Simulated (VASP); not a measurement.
# GaN (Cmm2) in VASP: single point with PBE

Aim: the single point of GaN with PBE.

Everything below comes from runs of VASP 6.6.1. Logs are shortened: lines on timing, memory, paths and dates and some standing lists are left out, and cuts for length are marked.

## 1. The cell of the first run

The structure is orthorhombic, space group Cmm2 (No. 35). The conventional cell has a = 6.374 Å, b = 6.374 Å, c = 4.507 Å, α = 90.00°, β = 90.00°, γ = 90.00°. Ga (site symmetry mm2) has 4 N at 1.85 to 2.06 Å within 2.5 Å. Within 2.6 Å of Ga (site symmetry mm2) lie 4 N at 1.95 Å. Ga (site symmetry 2) has 4 N at 1.95 Å within 2.6 Å. Within 2.6 Å of N (site symmetry m) lie 4 Ga at 1.95 to 2.06 Å. Within 2.5 Å of N (site symmetry m) lie 4 Ga at 1.85 to 1.95 Å.

## 2. Single point, PBE (atom 1 (Ga) moved +0.180 Å along Cartesian [0 0 1])

Contents of INCAR:

```
SYSTEM = GaN
  PREC = Accurate
  ENCUT = 520
  EDIFF = 1E-7
  ISMEAR = 0
  SIGMA = 0.05
  LREAL = .FALSE.
  LASPH = .TRUE.
  NELM = 60
  ALGO = Normal
  ISIF = 2
  LWAVE = .FALSE.
  LCHARG = .FALSE.
  GGA = PE
  NBANDS = 46
```

Contents of KPOINTS:

```
regular mesh
0
G
  6 6 6
  0 0 0
```

Contents of POSCAR:

```
GaN
1.0
    4.5070012150      0.0000000000      0.0000000000
    0.0000000000     -4.5070012150      0.0000000000
    0.0000000000      0.0000000000     -4.5070012150
Ga N
4 4
Direct
    0.0000000000      0.5000000000      0.4600621363
    0.5000000000      0.0000000000      0.5000000000
    0.5000000000      0.5000000000      0.0000000000
    0.0000000000      0.0000000000      0.0000000000
    0.7500000000      0.7500000000      0.7500000000
    0.2500000000      0.2500000000      0.7500000000
    0.2500000000      0.7500000000      0.2500000000
    0.7500000000      0.2500000000      0.2500000000
```

Potentials or basis: VASP PAW PBE potentials, release 64 (Ga_d, N).

The run is started by

```
$ cat potpaw_PBE.64/Ga_d/POTCAR potpaw_PBE.64/N/POTCAR > POTCAR
$ mpirun -np 1 vasp_std > vasp.out
```

OUTCAR:

```text
SYSTEM = GaN
   PREC = Accurate
   ENCUT = 520
   EDIFF = 1E-7
   ISMEAR = 0
   LREAL = .FALSE.
   LASPH = .TRUE.
   NELM = 60
   ISIF = 2
   GGA = PE

 ion  position               nearest neighbor table
   1  0.000  0.500  0.460-   7 1.85   8 1.85   5 2.06   6 2.06
   2  0.500  0.000  0.500-   5 1.95   6 1.95   7 1.95   8 1.95
   3  0.500  0.500  0.000-   5 1.95   6 1.95   7 1.95   8 1.95
   4  0.000  0.000  0.000-   5 1.95   6 1.95   7 1.95   8 1.95
   5  0.750  0.750  0.750-   2 1.95   3 1.95   4 1.95   1 2.06
   6  0.250  0.250  0.750-   2 1.95   3 1.95   4 1.95   1 2.06
   7  0.250  0.750  0.250-   1 1.85   2 1.95   3 1.95   4 1.95
   8  0.750  0.250  0.250-   1 1.85   2 1.95   3 1.95   4 1.95

  LATTYP: Found a simple cubic cell.
 ALAT       =     4.5070012150

  Lattice vectors:

 A1 = (   4.5070012150,   0.0000000000,   0.0000000000)
 A2 = (   0.0000000000,  -4.5070012150,   0.0000000000)
 A3 = (   0.0000000000,   0.0000000000,  -4.5070012150)

Analysis of symmetry for initial positions (statically):
=====================================================================
 Subroutine PRICEL returns:
 Original cell was already a primitive cell.

 Routine SETGRP: Setting up the symmetry group for a
 simple cubic supercell.

 Subroutine GETGRP returns: Found  4 space group operations
 (whereof  2 operations were pure point group operations)
 out of a pool of 48 trial point group operations.

The static configuration has the point symmetry C_2 .
 The point group associated with its full space group is C_2v.

Analysis of symmetry for dynamics (positions and initial velocities):
=====================================================================
 Subroutine PRICEL returns:
 Original cell was already a primitive cell.

 Routine SETGRP: Setting up the symmetry group for a
 simple cubic supercell.

 Subroutine GETGRP returns: Found  4 space group operations
 (whereof  2 operations were pure point group operations)
 out of a pool of 48 trial point group operations.

The dynamic configuration has the point symmetry C_2 .
 The point group associated with its full space group is C_2v.

 Subroutine INISYM returns: Found  4 space group operations
 (whereof  2 operations are pure point group operations),
 and found     1 'primitive' translations

----------------------------------------------------------------------------------------

[... 109 lines left out ...]
   NFREE  =      0    steps in history (QN), initial steepest desc. (CG)
   ISIF   =      2    stress and relaxation
   ISYM   =      2    0-nonsym 1-usesym 2-fastsym
   POTIM  = 0.5000    time-step for ionic-motion
   TEBEG  =    0.0;   TEEND  =   0.0 temperature during run
   PSTRESS=    0.0 pullay stress
   NELECT =      72.0000    total number of electrons
   NUPDOWN=      -1.0000    fix difference up-down
   EMIN   =  10.00;   EMAX   =-10.00  energy-range for DOS
   EFERMI =   0.00;   METHOD = LEGACY
   ISMEAR =     0;   SIGMA  =   0.05  broadening in eV -4-tet -1-fermi 0-gaus
   EFERMI_NEDOS =   21; number of points for ismear=-14 and -15
   IALGO  =     38    algorithm
   IMIX   =      4    mixing-type and parameters
     AMIX     =   0.40;   BMIX     =  1.00
     AMIX_MAG =   1.60;   BMIX_MAG =  1.00
  volume/ion in A,a.u.               =      11.44        77.23
  Fermi-wavevector in a.u.,A,eV,Ry     =   1.511117  2.855596 31.068543  2.283473
  Thomas-Fermi vector in A             =   2.621216
   LORBIT       =      0    0 simple, 1 ext, 2 COOP (PROOUT), +10 PAW based schemes
   GGA     = PE    functional components
   LHFCALC =     F    Hartree Fock is set to
   AEXX    =    0.0000 exact exchange contribution
   IVDW    =     0    specifies the selected vdW correction
   LEPSILON=     F    determine dielectric tensor
   LRPA    =     F    only Hartree local field effects (RPA)
 non-spin polarized calculation
 Gauss-broadening in eV      SIGMA  =   0.05
  energy-cutoff  :      520.00
  volume of cell :       91.55
 maximum number of plane-waves:      2517
 NGX is ok and might be reduce to    36
   NGX = 17   NGY = 17   NGZ = 17

 number of electron      72.0000038 magnetization

 Free energy of the ion-electron system (eV)
  ---------------------------------------------------
  ext. energy  EPLUGINS =         0.00000000
  ---------------------------------------------------
  free energy    TOTEN  =       -48.28840680 eV

  energy without entropy =      -48.28840680  energy(sigma->0) =      -48.28840680

 E-fermi :   5.6200     XC(G=0): -11.6658

 val. band max:        5.3921422235   @ k =   0.0000   0.0000   0.0000
 cond. band min:       6.9576438214   @ k =   0.0000   0.0000   0.0000
 fundamental gap:      1.5655015978
 Fermi energy:         5.6199603906

 k-point     1 :       0.0000    0.0000    0.0000
  band No.  band energies     occupation
      1     -10.7758      2.00000
      2      -9.8522      2.00000
      3      -9.5431      2.00000
      4      -9.3683      2.00000
      5      -8.2074      2.00000
      6      -8.1909      2.00000
[... 1165 lines left out ...]
     45      14.5640      0.00000
     46      14.7841      0.00000

 [... further k-points ...]

------------------------ aborting loop because EDIFF is reached ----------------------------------------

  FORCE on cell =-STRESS in cart. coord.  units (eV):
  Direction    XX          YY          ZZ          XY          YZ          ZX
  --------------------------------------------------------------------------------------
  -------------------------------------------------------------------------------------
  Total        3.7676615      3.7676615      2.8238033     -1.5748681      0.0000000      0.0000000
  in kB       65.9355206     65.9355206     49.4176399    -27.5607960      0.0000000      0.0000000
  external PRESSURE =      60.4295604 kB  Pullay stress =       0.0000000 kB

 VOLUME and BASIS-vectors are now :
 -----------------------------------------------------------------------------
  energy-cutoff  :      520.00
  volume of cell :       91.55
      direct lattice vectors                 reciprocal lattice vectors
     4.507001215  0.000000000  0.000000000     0.221877020  0.000000000  0.000000000
     0.000000000 -4.507001215  0.000000000     0.000000000 -0.221877020  0.000000000
     0.000000000  0.000000000 -4.507001215     0.000000000  0.000000000 -0.221877020

 POSITION                                       TOTAL-FORCE (eV/Angst)
 -----------------------------------------------------------------------------------
      0.00000     -2.25350     -2.07350         0.000000      0.000000     -3.122347
      2.25350      0.00000     -2.25350         0.000000      0.000000     -0.575055
      2.25350     -2.25350      0.00000         0.000000      0.000000      0.786358
      0.00000      0.00000      0.00000         0.000000      0.000000      0.786358
      3.38025     -3.38025     -3.38025         0.282907      0.282907      0.440962
      1.12675     -1.12675     -3.38025        -0.282907     -0.282907      0.440962
      1.12675     -3.38025     -1.12675         0.587488     -0.587488      0.621381
      3.38025     -1.12675     -1.12675        -0.587488      0.587488      0.621381
 -----------------------------------------------------------------------------------
    total drift:                                0.000000     -0.000000      0.000362

  FREE ENERGIE OF THE ION-ELECTRON SYSTEM (eV)
  ---------------------------------------------------
  free  energy   TOTEN  =       -48.2884068029 eV

  energy  without entropy=      -48.2884068029  energy(sigma->0) =      -48.28840680
```

stdout:

```text
POSCAR found type information on POSCAR GaN
 POSCAR found :  2 types and       8 ions
 scaLAPACK will be used
 LDA part: xc-table for (Slater+PW92), standard interpolation
 POSCAR, INCAR and KPOINTS ok, starting setup
 FFT: planning ... GRIDC
 FFT: planning ... GRID_SOFT
 FFT: planning ... GRID
 WAVECAR not read
 entering main loop
```

Wall time 7.4 min (1 thread of AMD EPYC 7R43 (Zen 3), shared host); peak memory 0.27 GiB.

What came out:

| Property | Result |
| --- | --- |
| Free energy | -48.2884 eV |
| Pressure | 6.0 GPa |
| Largest force | 3.122 eV/Å |
| Band gap on the k mesh | 1.57 eV |

Forces on the atoms (eV/Å):
```
Ga   0.000  0.000 -3.122
Ga   0.000  0.000 -0.575
Ga   0.000  0.000  0.786
Ga   0.000  0.000  0.786
N    0.283  0.283  0.441
N   -0.283 -0.283  0.441
N    0.587 -0.587  0.621
N   -0.587  0.587  0.621
```

Levels at points of the mesh, in eV from the valence-band top:
```tsv
k point	band 32	band 33	band 34	band 35	band 36	band 37	band 38	band 39	band 40	band 41
(0.00, 0.00, 0.00)	-2.74	-2.60	-0.18	-0.09	0.00	1.57	2.78	3.28	3.65	6.44
(0.50, 0.00, 0.00)	-3.29	-1.59	-1.59	-1.54	-1.52	4.37	4.40	6.15	6.16	7.23
(0.00, 0.00, 0.50)	-3.47	-2.02	-1.88	-1.34	-1.19	4.22	4.72	5.78	6.35	7.10
(0.50, 0.50, 0.00)	-3.25	-1.56	-1.36	-0.93	-0.73	6.26	6.27	6.29	6.30	7.21
(0.00, 0.50, 0.50)	-3.04	-1.27	-1.16	-1.09	-0.96	6.19	6.32	6.36	6.44	6.97
(0.50, 0.50, 0.50)	-1.15	-1.01	-0.94	-0.87	-0.64	4.39	4.49	4.56	4.61	8.23
```

Caveat: the cell differs from its parent crystal (atom 1 (Ga) moved +0.180 Å along Cartesian [0 0 1]); the cell stands under pressure; forces of over 1 eV/Å act on the atoms, so gaps and moduli don't describe the material at rest.
